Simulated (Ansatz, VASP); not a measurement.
# Two plane-wave programs on Ga2O3

```
CELL_PARAMETERS angstrom
2.49226 1.43891 4.43584
-2.49226 1.43891 4.43584
0.00000 -2.87781 4.43584
ATOMIC_POSITIONS crystal
Ga 0.85579 0.85579 0.85579
Ga 0.35579 0.35579 0.35579
Ga 0.14421 0.14421 0.14421
Ga 0.64421 0.64421 0.64421
O 0.44652 0.05348 0.75000
O 0.05348 0.75000 0.44652
O 0.55348 0.94652 0.25000
O 0.25000 0.55348 0.94652
O 0.94652 0.25000 0.55348
O 0.75000 0.44652 0.05348
```

Change from the starting cell: uniaxial_z strain -1.0%.

Alike in both runs: task single point; functional r2SCAN; k mesh 6 × 6 × 6; no spin polarisation.

|  | VASP | Ansatz |
| --- | --- | --- |
| version | VASP 6.6.1 | Ansatz 0.2.0 |
| potentials or method | VASP PAW PBE potentials, release 64 (Ga_d, O) | plane waves, PAW |
| plane-wave cutoff (eV) | 520 | 500 |
| occupations | gaussian, width 0.01 eV | fixed |
| valence electrons in the cell | 88 | 88 |

```tsv
	VASP	Ansatz	Ansatz less VASP
gap on the k mesh at the Fermi level (eV)	3.64	3.65	+0.007
pressure (GPa)	4.2	2.2	-2.02
traceless stress, the component that is largest in VASP (GPa)	1.19	1.60	+0.409
rms of the force components (eV/Å)	0.022	0.000	-0.0219
```

VASP's potentials were made for PBE, not for r2SCAN. Atom by atom the forces differ by 0.022 eV/Å (rms over components).
